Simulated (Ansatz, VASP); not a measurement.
# Two plane-wave programs on SiRh3

Contents of INCAR:

```
SYSTEM = SiRh3
  PREC = Accurate
  ENCUT = 520
  EDIFF = 1E-6
  ISMEAR = -1
  SIGMA = 0.05
  LREAL = .False.
  LASPH = .True.
  NELM = 80
  ALGO = Fast
  ISIF = 2
  LWAVE = .False.
  LCHARG = .True.
  GGA = PE
  LELF = .True.
  LVHAR = .True.
  NBANDS = 32
```

The input KPOINTS:

```
Automatic mesh
0
Gamma
  10 10 10
  0 0 0
```

The input POSCAR:

```
SiRh3
1.0
   -1.9335680000      1.9335680000      3.6693440000
    1.9335680000     -1.9335680000      3.6693440000
    1.9335680000      1.9335680000     -3.6693440000
Rh Si
3 1
Direct
    0.5000000000      0.5000000000      0.0000000000
    0.2500000000      0.7500000000      0.5000000000
    0.7500000000      0.2500000000      0.5000000000
    0.0000000000      0.0000000000      0.0000000000
```

File input.yaml:

```yaml
crystal:
  lattice:
    - [-1.933568, 1.933568, 3.669344]
    - [1.933568, -1.933568, 3.669344]
    - [1.933568, 1.933568, -3.669344]
  atoms:
    - { symbol: Rh, position: [0.5, 0.5, 0.0] }
    - { symbol: Rh, position: [0.25, 0.75, 0.5] }
    - { symbol: Rh, position: [0.75, 0.25, 0.5] }
    - { symbol: Si, position: [0.0, 0.0, 0.0] }
hamiltonian:
  xc: pbe
  pseudopotentials: { kind: paw }
kpoints:
  mp_grid: { grid: [10, 10, 10] }
scf:
  occupations: { method: fermi_dirac, width: 0.05 }
output:
  forces: true
  stress: true
  eigenvalues: true
  write_density: true
  write_potential: true
  elf: true
  volumetric_format: npy
```

Alike in both runs: task single point; functional PBE; k mesh 10 × 10 × 10; occupations fermi-dirac, width 0.05 eV; no spin polarisation.

```csv
,VASP,Ansatz
version,VASP 6.6.1,Ansatz 0.2.0
potentials or method,"VASP PAW PBE potentials, release 64 (Rh_pv, Si)",Ansatz PAW
plane-wave cutoff (eV),520,420
valence electrons in the cell,49,55
```

Ansatz gave:

| Item | Value |
| --- | --- |
| gap on the k mesh at the Fermi level (eV) | none |
| pressure (GPa) | -2.1 |
| traceless stress, the component that is largest in VASP (GPa) | 0.14 |

Task: What did VASP give for the same quantities?

Result: gap on the k mesh at the Fermi level (eV): none; pressure (GPa): -2.0; traceless stress, the component that is largest in VASP (GPa): 0.15.

A gap of «none» marks a metal or a gap that the smearing closes. VASP's potentials hold 49 valence electrons a cell and Ansatz's 55, so a difference there can come from the potentials and not from the codes.
